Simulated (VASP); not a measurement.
# GaAs in VASP: notebook

GaAs is run at these levels: PBE; tasks: relaxation of the atoms.

Program: VASP 6.6.1. These are calculated values, not measurements. Logs are shortened: lines on timing, memory, paths and dates and some standing lists are left out, and cuts for length are marked.

### 1 The cell of the first run

Symmetry: F-43m, No. 216, cubic system. The conventional cell has a = 5.691 Å, b = 5.691 Å, c = 5.691 Å, α = 90.00°, β = 90.00°, γ = 90.00°. Within 3.3 Å of Ga (site symmetry -43m) lie 4 As at 2.46 Å. Within 3.3 Å of As (site symmetry -43m) lie 4 Ga at 2.46 Å.

### 2 Relaxation of the atoms, PBE (23.04 Å³/atom)

INCAR reads:

```
PREC = Accurate ; ENCUT = 520
EDIFF = 1E-6 ; ISMEAR = -1
SIGMA = 0.02 ; LREAL = F
LASPH = T ; NELM = 100
ALGO = Normal ; ISIF = 2
LWAVE = F ; LCHARG = F
GGA = PE ; IBRION = 2
NSW = 80 ; EDIFFG = -0.02
```

KPOINTS reads:

```
regular mesh
0
Gamma
  13 13 13
```

POSCAR reads:

```
GaAs
1.0
    0.0000000000      2.8455714065      2.8455714065
    2.8455714065      0.0000000000      2.8455714065
    2.8455714065      2.8455714065      0.0000000000
Ga As
1 1
Direct
    0.0000000000      0.0000000000      0.0000000000
    0.2500000000      0.2500000000      0.2500000000
```

Potentials or basis: VASP PAW PBE potentials, release 64 (Ga_d, As).

Run with:

```console
$ cat potpaw_PBE.64/Ga_d/POTCAR potpaw_PBE.64/As/POTCAR > POTCAR
$ mpirun -np 1 vasp_std > vasp.out
```

OUTCAR:

```text
PREC = Accurate
   ENCUT = 520
   EDIFF = 1E-6
   ISMEAR = -1
   LREAL = F
   LASPH = T
   NELM = 100
   ISIF = 2
   GGA = PE
   IBRION = 2
   NSW = 80
   EDIFFG = -0.02

 ion  position               nearest neighbor table
   1  0.000  0.000  0.000-   2 2.46   2 2.46   2 2.46   2 2.46
   2  0.250  0.250  0.250-   1 2.46   1 2.46   1 2.46   1 2.46

  LATTYP: Found a face centered cubic cell.
 ALAT       =     5.6911428130

  Lattice vectors:

 A1 = (   0.0000000000,   2.8455714065,   2.8455714065)
 A2 = (   2.8455714065,   0.0000000000,   2.8455714065)
 A3 = (   2.8455714065,   2.8455714065,   0.0000000000)

Analysis of symmetry for initial positions (statically):
=====================================================================
 Subroutine PRICEL returns:
 Original cell was already a primitive cell.

 Routine SETGRP: Setting up the symmetry group for a
 face centered cubic supercell.

 Subroutine GETGRP returns: Found 24 space group operations
 (whereof 24 operations were pure point group operations)
 out of a pool of 48 trial point group operations.

The static configuration has the point symmetry T_d .

Analysis of symmetry for dynamics (positions and initial velocities):
=====================================================================
 Subroutine PRICEL returns:
 Original cell was already a primitive cell.

 Routine SETGRP: Setting up the symmetry group for a
 face centered cubic supercell.

 Subroutine GETGRP returns: Found 24 space group operations
 (whereof 24 operations were pure point group operations)
 out of a pool of 48 trial point group operations.

The dynamic configuration has the point symmetry T_d .

 Subroutine INISYM returns: Found 24 space group operations
 (whereof 24 operations are pure point group operations),
 and found     1 'primitive' translations

----------------------------------------------------------------------------------------

                                     Primitive cell

  volume of cell :      46.0828

  direct lattice vectors                    reciprocal lattice vectors
     0.000000000  2.845571406  2.845571406    -0.175711633  0.175711633  0.175711633
     2.845571406  0.000000000  2.845571406     0.175711633 -0.175711633  0.175711633
     2.845571406  2.845571406  0.000000000     0.175711633  0.175711633 -0.175711633

  length of vectors
     4.024245676  4.024245676  4.024245676     0.304341477  0.304341477  0.304341477

  position of ions in fractional coordinates (direct lattice)
     0.000000000  0.000000000  0.000000000
     0.250000000  0.250000000  0.250000000

  ion indices of the primitive-cell ions
   primitive index   ion index
                 1           1
                 2           2

----------------------------------------------------------------------------------------

 KPOINTS: regular mesh

Automatic generation of k-mesh.
 Grid dimensions read from file:
 generate k-points for:   13   13   13

 Generating k-lattice:

  Cartesian coordinates                     Fractional coordinates (reciprocal lattice)
    -0.013516279  0.013516279  0.013516279     0.076923077  0.000000000  0.000000000
     0.013516279 -0.013516279  0.013516279     0.000000000  0.076923077  0.000000000
     0.013516279  0.013516279 -0.013516279     0.000000000  0.000000000  0.076923077

  Length of vectors
     0.023410883  0.023410883  0.023410883

  Shift w.r.t. Gamma in fractional coordinates (k-lattice)
     0.000000000  0.000000000  0.000000000

 Subroutine IBZKPT returns following result:
 ===========================================

 Found     84 irreducible k-points:

 Following reciprocal coordinates:
            Coordinates               Weight
  0.000000  0.000000  0.000000      1.000000
  0.076923  0.000000  0.000000      8.000000
  0.153846  0.000000  0.000000      8.000000
  0.230769  0.000000  0.000000      8.000000
  0.307692  0.000000  0.000000      8.000000
  0.384615  0.000000  0.000000      8.000000
[... 16 lines left out ...]
  0.384615  0.153846  0.000000     24.000000
  0.461538  0.153846  0.000000     24.000000
 [... further k-points ...]
   k-points           NKPTS =     84   k-points in BZ     NKDIM =     84   number of bands    NBANDS=     13
   number of dos      NEDOS =    301   number of ions     NIONS =      2
   total plane-waves  NPLWV =  27000
   dimension x,y,z NGX =    30 NGY =   30 NGZ =   30
   dimension x,y,z NGXF=    60 NGYF=   60 NGZF=   60
   ions per type =               1   1
   NGX,Y,Z   is equivalent  to a cutoff of  12.39, 12.39, 12.39 a.u.
   NGXF,Y,Z  is equivalent  to a cutoff of  24.79, 24.79, 24.79 a.u.
 SYSTEM =  unknown system
   PREC   = accura    normal or accurate (medium, high low for compatibility)
   ISTART =      0    job   : 0-new  1-cont  2-samecut
   ICHARG =      2    charge: 1-file 2-atom 10-const
   ISPIN  =      1    spin polarized calculation?
   LNONCOLLINEAR =      F non collinear calculations
   LSORBIT =      F    spin-orbit coupling
   LASPH  =      T    aspherical Exc in radial PAW
   ENCUT  =  520.0 eV  38.22 Ry    6.18 a.u.   7.48  7.48  7.48*2*pi/ulx,y,z
   NELM   =    100;   NELMIN=  2; NELMDL= -5     # of ELM steps
   EDIFF  = 0.1E-05   stopping-criterion for ELM
   LREAL  =      F    real-space projection
   EDIFFG = -.2E-01   stopping-criterion for IOM
   NSW    =     80    number of steps for IOM
   IBRION =      2    ionic relax: 0-MD 1-quasi-New 2-CG
   NFREE  =      1    steps in history (QN), initial steepest desc. (CG)
   ISIF   =      2    stress and relaxation
   ISYM   =      2    0-nonsym 1-usesym 2-fastsym
   POTIM  = 0.5000    time-step for ionic-motion
   TEBEG  =    0.0;   TEEND  =   0.0 temperature during run
   PSTRESS=    0.0 pullay stress
   NELECT =      18.0000    total number of electrons
   NUPDOWN=      -1.0000    fix difference up-down
   EMIN   =  10.00;   EMAX   =-10.00  energy-range for DOS
   EFERMI =   0.00;   METHOD = LEGACY
   ISMEAR =    -1;   SIGMA  =   0.02  broadening in eV -4-tet -1-fermi 0-gaus
   EFERMI_NEDOS =   21; number of points for ismear=-14 and -15
   IALGO  =     38    algorithm
   IMIX   =      4    mixing-type and parameters
     AMIX     =   0.40;   BMIX     =  1.00
     AMIX_MAG =   1.60;   BMIX_MAG =  1.00
  volume/ion in A,a.u.               =      23.04       155.49
  Fermi-wavevector in a.u.,A,eV,Ry     =   1.196702  2.261440 19.484859  1.432097
  Thomas-Fermi vector in A             =   2.332636
   LORBIT       =      0    0 simple, 1 ext, 2 COOP (PROOUT), +10 PAW based schemes
   GGA     = PE    functional components
   LHFCALC =     F    Hartree Fock is set to
   AEXX    =    0.0000 exact exchange contribution
   IVDW    =     0    specifies the selected vdW correction
   LEPSILON=     F    determine dielectric tensor
   LRPA    =     F    only Hartree local field effects (RPA)
 conjugate gradient relaxation of ions
 non-spin polarized calculation
  energy-cutoff  :      520.00
  volume of cell :       46.08
 maximum number of plane-waves:      1266
 NGX is ok and might be reduce to    30
   NGX = 15   NGY = 15   NGZ = 15

 number of electron      17.9999985 magnetization

 Free energy of the ion-electron system (eV)
  ---------------------------------------------------
  ext. energy  EPLUGINS =         0.00000000
  ---------------------------------------------------
  free energy    TOTEN  =        -8.26746441 eV

  energy without entropy =       -8.26746434  energy(sigma->0) =       -8.26746437

 E-fermi :   3.9444     XC(G=0):  -9.4998

 val. band max:        3.7463328184   @ k =   0.0000   0.0000   0.0000
 cond. band min:       4.1188595205   @ k =   0.0000   0.0000   0.0000
 fundamental gap:      0.3725267021
 Fermi energy:         3.9443672438

 k-point     1 :       0.0000    0.0000    0.0000
  band No.  band energies     occupation
      1     -11.0243      2.00000
      2     -11.0243      2.00000
      3     -11.0243      2.00000
      4     -10.9498      2.00000
      5     -10.9498      2.00000
      6      -8.8386      2.00000
      7       3.7463      1.99990
      8       3.7463      1.99990
      9       3.7463      1.99990
     10       4.1189      0.00033
     11       7.4715      0.00000
     12       7.4715      0.00000
     13       7.4715      0.00000

 k-point     2 :       0.0769    0.0000    0.0000
  band No.  band energies     occupation
      1     -11.0291      2.00000
      2     -11.0230      2.00000
      3     -11.0230      2.00000
      4     -10.9499      2.00000
      5     -10.9499      2.00000
      6      -8.7708      2.00000
      7       2.6206      2.00000
      8       3.6518      2.00000
      9       3.6518      2.00000
     10       4.9448      0.00000
     11       7.5878      0.00000
     12       7.6129      0.00000
     13       7.6129      0.00000

 k-point     3 :       0.1538    0.0000    0.0000
  band No.  band energies     occupation
      1     -11.0421      2.00000
      2     -11.0195      2.00000
      3     -11.0195      2.00000
      4     -10.9500      2.00000
      5     -10.9500      2.00000
      6      -8.5724      2.00000
      7       1.2652      2.00000
      8       3.4217      2.00000
      9       3.4217      2.00000
     10       5.2983      0.00000
     11       7.9454      0.00000
     12       7.9454      0.00000
     13       8.2077      0.00000
[... 305 lines left out ...]
 k-point    23 :       0.3846    0.1538    0.0000
  band No.  band energies     occupation
      1     -11.0907      2.00000
      2     -11.0047      2.00000
      3     -11.0016      2.00000
      4     -10.9557      2.00000
      5     -10.9444      2.00000
      6      -7.5215      2.00000
      7      -1.5992      2.00000
      8       1.7448      2.00000
      9       2.2028      2.00000
     10       6.1099      0.00000
     11       7.8620      0.00000
     12       9.5978      0.00000
     13       9.6097      0.00000

 k-point    24 :       0.4615    0.1538    0.0000
  band No.  band energies     occupation
      1     -11.0989      2.00000
      2     -11.0033      2.00000
      3     -10.9998      2.00000
      4     -10.9536      2.00000
      5     -10.9446      2.00000
      6      -7.1538      2.00000
      7      -2.3435      2.00000
      8       1.4180      2.00000
      9       2.1796      2.00000
     10       6.0020      0.00000
     11       8.0789      0.00000
     12       9.4376      0.00000
     13      10.4285      0.00000

 [... further k-points ...]

------------------------ aborting loop because EDIFF is reached ----------------------------------------

  FORCE on cell =-STRESS in cart. coord.  units (eV):
  Direction    XX          YY          ZZ          XY          YZ          ZX
  --------------------------------------------------------------------------------------
  -------------------------------------------------------------------------------------
  Total        0.5829617      0.5829617      0.5829617     -0.0000000     -0.0000000      0.0000000
  in kB       20.2680600     20.2680600     20.2680600     -0.0000000     -0.0000000      0.0000000
  external PRESSURE =      20.2680600 kB  Pullay stress =       0.0000000 kB

 VOLUME and BASIS-vectors are now :
 -----------------------------------------------------------------------------
  energy-cutoff  :      520.00
  volume of cell :       46.08
      direct lattice vectors                 reciprocal lattice vectors
     0.000000000  2.845571406  2.845571406    -0.175711633  0.175711633  0.175711633
     2.845571406  0.000000000  2.845571406     0.175711633 -0.175711633  0.175711633
     2.845571406  2.845571406  0.000000000     0.175711633  0.175711633 -0.175711633

 POSITION                                       TOTAL-FORCE (eV/Angst)
 -----------------------------------------------------------------------------------
      0.00000      0.00000      0.00000         0.000000      0.000000      0.000000
      1.42279      1.42279      1.42279        -0.000000     -0.000000     -0.000000
 -----------------------------------------------------------------------------------
    total drift:                                0.000002      0.000002      0.000002

  FREE ENERGIE OF THE ION-ELECTRON SYSTEM (eV)
  ---------------------------------------------------
  free  energy   TOTEN  =        -8.2674644056 eV

  energy  without entropy=       -8.2674643435  energy(sigma->0) =       -8.26746437

 reached required accuracy - stopping structural energy minimisation
```

Wall time 56 s (1 thread of AMD EPYC 7R13, shared host); peak memory 0.18 GiB.

Results:

```yaml
Free_energy: -8.2675 eV
Pressure_after_relaxing: 2.0 GPa
Band_gap_on_the_k_mesh: 0.37 eV
```

Final structure:
```
Ga As
1.0
     0.00000    2.84557    2.84557
     2.84557    0.00000    2.84557
     2.84557    2.84557    0.00000
Ga As
1 1
Direct
  0.00000 0.00000 0.00000
  0.25000 0.25000 0.25000
```

Caveat: the relaxation stopped at its first step, so nothing moved.

### 3 Relaxation of the atoms, PBE (23.49 Å³/atom)

This run uses another cell than the first one, of 23.49 Å³/atom.

INCAR reads:

```
PREC = Accurate
ENCUT = 520
EDIFF = 1E-6
ISMEAR = -1
SIGMA = 0.02
LREAL = F
LASPH = T
NELM = 80
ALGO = Normal
ISIF = 2
LWAVE = F
LCHARG = F
GGA = PE
IBRION = 2
NSW = 80
EDIFFG = -0.02
```

KPOINTS is that of step 2.

POSCAR reads:

```
GaAs
1.0
    0.0000000000      2.8640496607      2.8640496607
    2.8640496607      0.0000000000      2.8640496607
    2.8640496607      2.8640496607      0.0000000000
Ga As
1 1
Direct
    0.0000000000      0.0000000000      0.0000000000
    0.2500000000      0.2500000000      0.2500000000
```

Potentials or basis: VASP PAW PBE potentials, release 64 (Ga_d, As).

Run with:

```console
$ cat potpaw_PBE.64/Ga_d/POTCAR potpaw_PBE.64/As/POTCAR > POTCAR
$ mpirun -np 1 vasp_std > vasp.out
```

OUTCAR:

```text
PREC = Accurate
   ENCUT = 520
   EDIFF = 1E-6
   ISMEAR = -1
   LREAL = F
   LASPH = T
   NELM = 80
   ISIF = 2
   GGA = PE
   IBRION = 2
   NSW = 80
   EDIFFG = -0.02

 ion  position               nearest neighbor table
   1  0.000  0.000  0.000-   2 2.48   2 2.48   2 2.48   2 2.48
   2  0.250  0.250  0.250-   1 2.48   1 2.48   1 2.48   1 2.48

  LATTYP: Found a face centered cubic cell.
 ALAT       =     5.7280993214

  Lattice vectors:

 A1 = (   0.0000000000,   2.8640496607,   2.8640496607)
 A2 = (   2.8640496607,   0.0000000000,   2.8640496607)
 A3 = (   2.8640496607,   2.8640496607,   0.0000000000)

Analysis of symmetry for initial positions (statically):
=====================================================================
 Subroutine PRICEL returns:
 Original cell was already a primitive cell.

 Routine SETGRP: Setting up the symmetry group for a
 face centered cubic supercell.

 Subroutine GETGRP returns: Found 24 space group operations
 (whereof 24 operations were pure point group operations)
 out of a pool of 48 trial point group operations.

The static configuration has the point symmetry T_d .

Analysis of symmetry for dynamics (positions and initial velocities):
=====================================================================
 Subroutine PRICEL returns:
 Original cell was already a primitive cell.

 Routine SETGRP: Setting up the symmetry group for a
 face centered cubic supercell.

 Subroutine GETGRP returns: Found 24 space group operations
 (whereof 24 operations were pure point group operations)
 out of a pool of 48 trial point group operations.

The dynamic configuration has the point symmetry T_d .

 Subroutine INISYM returns: Found 24 space group operations
 (whereof 24 operations are pure point group operations),
 and found     1 'primitive' translations

----------------------------------------------------------------------------------------

[... 121 lines left out ...]
   LEPSILON=     F    determine dielectric tensor
   LRPA    =     F    only Hartree local field effects (RPA)
 conjugate gradient relaxation of ions
 non-spin polarized calculation
  energy-cutoff  :      520.00
  volume of cell :       46.99
 maximum number of plane-waves:      1286
 NGX is ok and might be reduce to    30
   NGX = 15   NGY = 15   NGZ = 15

 number of electron      17.9999984 magnetization

 Free energy of the ion-electron system (eV)
  ---------------------------------------------------
  ext. energy  EPLUGINS =         0.00000000
  ---------------------------------------------------
  free energy    TOTEN  =        -8.27525543 eV

  energy without entropy =       -8.27525395  energy(sigma->0) =       -8.27525469

 E-fermi :   3.6963     XC(G=0):  -9.4132

 val. band max:        3.5697511686   @ k =   0.0000   0.0000   0.0000
 cond. band min:       3.7990659509   @ k =   0.0000   0.0000   0.0000
 fundamental gap:      0.2293147823
 Fermi energy:         3.6963250988

 k-point     1 :       0.0000    0.0000    0.0000
  band No.  band energies     occupation
      1     -11.1694      2.00000
      2     -11.1694      2.00000
      3     -11.1694      2.00000
      4     -11.0994      2.00000
      5     -11.0994      2.00000
      6      -8.8810      2.00000
      7       3.5697      1.99644
      8       3.5698      1.99644
      9       3.5698      1.99644
     10       3.7991      0.01168
     11       7.2891      0.00000
     12       7.2891      0.00000
     13       7.2891      0.00000
[... 354 lines left out ...]
  band No.  band energies     occupation
      1     -11.2383      2.00000
      2     -11.1497      2.00000
      3     -11.1465      2.00000
      4     -11.1028      2.00000
      5     -11.0944      2.00000
      6      -7.2509      2.00000
      7      -2.4394      2.00000
      8       1.2906      2.00000
      9       2.0443      2.00000
     10       5.7795      0.00000
     11       7.8781      0.00000
     12       9.2283      0.00000
     13      10.2006      0.00000

 [... further k-points ...]

------------------------ aborting loop because EDIFF is reached ----------------------------------------

  FORCE on cell =-STRESS in cart. coord.  units (eV):
  Direction    XX          YY          ZZ          XY          YZ          ZX
  --------------------------------------------------------------------------------------
  -------------------------------------------------------------------------------------
  Total        0.2135854      0.2135854      0.2135854     -0.0000000     -0.0000000      0.0000000
  in kB        7.2830044      7.2830044      7.2830044     -0.0000000     -0.0000000      0.0000000
  external PRESSURE =       7.2830044 kB  Pullay stress =       0.0000000 kB

 VOLUME and BASIS-vectors are now :
 -----------------------------------------------------------------------------
  energy-cutoff  :      520.00
  volume of cell :       46.99
      direct lattice vectors                 reciprocal lattice vectors
     0.000000000  2.864049661  2.864049661    -0.174577978  0.174577978  0.174577978
     2.864049661  0.000000000  2.864049661     0.174577978 -0.174577978  0.174577978
     2.864049661  2.864049661  0.000000000     0.174577978  0.174577978 -0.174577978

 POSITION                                       TOTAL-FORCE (eV/Angst)
 -----------------------------------------------------------------------------------
      0.00000      0.00000      0.00000        -0.000000     -0.000000     -0.000000
      1.43202      1.43202      1.43202         0.000000      0.000000      0.000000
 -----------------------------------------------------------------------------------
    total drift:                                0.000002      0.000002      0.000002

  FREE ENERGIE OF THE ION-ELECTRON SYSTEM (eV)
  ---------------------------------------------------
  free  energy   TOTEN  =        -8.2752554283 eV

  energy  without entropy=       -8.2752539542  energy(sigma->0) =       -8.27525469

 reached required accuracy - stopping structural energy minimisation
```

CONTCAR:

```text
GaAs
   1.00000000000000
     0.0000000000000000    2.8640496607000001    2.8640496607000001
     2.8640496607000001    0.0000000000000000    2.8640496607000001
     2.8640496607000001    2.8640496607000001    0.0000000000000000
  Ga              As
     1     1
Direct
     0.0000000000000000    0.0000000000000000    0.0000000000000000
     0.2500000000000000    0.2500000000000000    0.2500000000000000

  0.00000000E+00  0.00000000E+00  0.00000000E+00
  0.00000000E+00  0.00000000E+00  0.00000000E+00
```

It took 73 s on 1 thread of AMD EPYC 7R13, shared host; peak memory 0.18 GiB.

Results:

```
Free energy             : -8.2753 eV
Pressure after relaxing : 0.7 GPa
Band gap on the k mesh  : 0.23 eV
```

Final structure:
```
Ga As
1.0
     0.00000    2.86405    2.86405
     2.86405    0.00000    2.86405
     2.86405    2.86405    0.00000
Ga As
1 1
Cartesian
  0.0000 0.0000 0.0000
  1.4320 1.4320 1.4320
```

Caveat: the relaxation stopped at its first step, so nothing moved.

[end of part 1 of 2]
